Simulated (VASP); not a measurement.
Crystal: B6C.

```
B C
1.0
    -2.46992    2.46992    2.46992
     2.46992   -2.46992    2.46992
     2.46992    2.46992   -2.46992
B C
6 1
Direct
  0.72563 0.72563 0.00000
  0.27437 0.27437 0.00000
  0.00000 0.27437 0.27437
  0.00000 0.72563 0.72563
  0.72563 0.00000 0.72563
  0.27437 0.00000 0.27437
  0.00000 0.00000 0.00000
```

The cell was built from a structure type or drawn by symmetry, and may not be a known phase.

- Program: VASP 6.6.1
- Task: relaxation of cell and atoms
- Functional: PBE
- Potentials or basis: VASP PAW PBE potentials, release 64 (B, C)
- Cutoff: 600 eV
- k mesh: 5 × 5 × 5
- Occupations: gaussian, width 0.2 eV
- Spin: no spin polarisation

At the start: pressure 37.6 GPa; volume 8.61 Å³/atom.

Where does the relaxation end?

Over 12 steps the energy falls by 1167.0 meV/atom and the volume is 7.77 Å³/atom (-9.7 %); space group Im-3m (No. 229, to 0.1 Å) before and after.

Step by step:
```tsv
step	energy change (eV)	largest force (eV/Å)	pressure (GPa)	volume (Å³)
1	0.0000	8.2571	37.60	60.27
2	-5.2282	1.3973	-23.60	79.67
3	-5.8712	2.0441	-26.44	72.01
4	-5.9671	1.9042	-26.78	73.29
5	-5.9663	0.8137	-27.53	75.80
6	-6.0073	1.6260	-27.10	74.14
7	-5.7669	8.2546	10.23	60.19
8	-7.2499	1.4440	-15.01	66.29
9	-8.0411	0.4819	-6.53	57.92
10	-8.1552	0.2375	3.40	53.44
11	-8.1655	0.1870	-1.17	54.88
12	-8.1690	0.0568	0.22	54.41
```

Final structure:
```cif
data_structure
_symmetry_space_group_name_H-M 'P 1'
_symmetry_Int_Tables_number 1
_cell_length_a 4.1345
_cell_length_b 4.1345
_cell_length_c 4.1345
_cell_angle_alpha 109.471
_cell_angle_beta 109.471
_cell_angle_gamma 109.471
_cell_volume 54.41
loop_
_atom_site_label
_atom_site_type_symbol
_atom_site_fract_x
_atom_site_fract_y
_atom_site_fract_z
_atom_site_occupancy
B1 B 0.66436 0.66436 0.00000 1
B2 B 0.33564 0.33564 0.00000 1
B3 B 0.00000 0.33564 0.33564 1
B4 B 0.00000 0.66436 0.66436 1
B5 B 0.66436 0.00000 0.66436 1
B6 B 0.33564 0.00000 0.33564 1
C1 C 0.00000 0.00000 0.00000 1
```

Caveat: the relaxation stopped at a loose force limit of 0.08 eV/Å, so its end isn't a converged minimum.
